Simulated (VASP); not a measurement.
Ge, 2 atoms in the cell. It takes space group Fddd (No. 70, orthorhombic). The conventional cell has a = 5.587 Å, b = 5.658 Å, c = 5.728 Å, α = 90.00°, β = 90.00°, γ = 90.00°. Ge (site symmetry 222) has 4 Ge at 2.45 Å within 3.2 Å.  This cell differs from its parent crystal: strain +0.0125 x Voigt [1, -1, 0, 0, 0, 0].

```yaml
Program: VASP 6.6.1
Task: single point
Functional: r2SCAN
Potentials_or_basis: VASP PAW PBE potentials, release 64 (Ge_d)
Cutoff: 520 eV
k_mesh: 10 × 10 × 10
Occupations: gaussian, width 0.05 eV
Spin: no spin polarisation
Dipole_correction: no
Further_INCAR_settings: ALGO = Normal; EDIFF = 1e-07; NBANDS = 21
```

Potentials or basis: VASP PAW PBE potentials, release 64 (Ge_d).

The run is started by

```console
$ cat potpaw_PBE.64/Ge_d/POTCAR > POTCAR
$ cp INCAR.step1 INCAR
$ mpirun -np 1 vasp_std > vasp.out
$ cp INCAR.step2 INCAR
$ mpirun -np 1 vasp_std > vasp.out
```

Hardware: 1 thread of Intel(R) Xeon(R) Platinum 8559C (Emerald Rapids), with other jobs on the host.

**Question.** Estimate the wall time of this run.

**Answer.** It took 5.9 min on 1 thread of Intel(R) Xeon(R) Platinum 8559C (Emerald Rapids), on a shared host, peak memory 0.26 GiB. Counts: k points 171.
